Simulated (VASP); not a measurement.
A run of VASP 6.6.1 is set up as follows.

INCAR

```
PREC = Accurate
ENCUT = 520
EDIFF = 1E-7
ISMEAR = -1
SIGMA = 0.15
LREAL = Auto
LASPH = True
NELM = 80
ALGO = Normal
ISIF = 2
LWAVE = False
LCHARG = False
GGA = PS
NBANDS = 70
```

The input KPOINTS:

```
Automatic mesh
0
Gamma
  3 3 3
```

The input POSCAR:

```
Al32H
1.0
    8.1000000000      0.0000000000      0.0000000000
    0.0000000000      8.1000000000      0.0000000000
    0.0000000000      0.0000000000      8.1000000000
Al H
32 1
Direct
    0.5008947300      0.0000167380     -0.0000176409
    0.7499931255      0.2491002686     -0.0000151631
    0.7499883180      0.0000242604      0.2491142931
   -0.0008877439      0.0000214113     -0.0000225595
    0.2500107854      0.2486170890     -0.0000714258
    0.5013678740      0.4999760462     -0.0000657559
    0.7499884491      0.7508858055     -0.0000252765
    0.2500146813      0.0000449949      0.2486968140
    0.4996928615      0.2503249672      0.2502448460
    0.7499782089      0.4999699794      0.2487031481
    0.5013669126      0.0000624886      0.5000251687
    0.7499670921      0.2486252932      0.5000230811
    0.7499932386      0.0000141491      0.7509002898
   -0.0013306455      0.4999722493     -0.0000543873
    0.2500145760      0.7513066272     -0.0000480141
    0.0002638674      0.2503097562      0.2502426954
    0.2500575454      0.4998817422      0.2441129484
    0.4997299674      0.7497701999      0.2502280953
   -0.0013297408      0.0000516780      0.5000291665
    0.2500496698      0.2446677728      0.5001072935
    0.5054363642      0.4998945239      0.5001109316
    0.7499779061      0.7512993955      0.5000313339
    0.2500106875      0.0000684099      0.7513832610
    0.4997036721      0.2503210646      0.7496765109
    0.7499668358      0.4999782292      0.7513760295
    0.0002157118      0.7497964488      0.2502021883
   -0.0056965195      0.4998868682      0.5001189838
    0.2500573077      0.7558683673      0.5001238641
    0.0002627810      0.2503289531      0.7496689452
    0.2500495085      0.4998983085      0.7553229329
    0.4996922307      0.7497531349      0.7496722989
    0.0002650253      0.7497544360      0.7496866374
    0.2480887161      0.5039284430      0.4958680657
```

Potentials or basis: VASP PAW PBE potentials, release 64 (Al, H).

Launch:

```console
$ cat potpaw_PBE.64/Al/POTCAR potpaw_PBE.64/H/POTCAR > POTCAR
$ mpirun -np 1 vasp_std > vasp.out
```

(1) Estimate the pressure.

(2) Predict the band gap on the k mesh.

Results:

(1) -1.4 GPa.

(2) zero (an odd number of electrons rules out a gap without spin polarisation).

Caveat: the PAW data sets were made with another functional, which shifts forces and pressure a little.
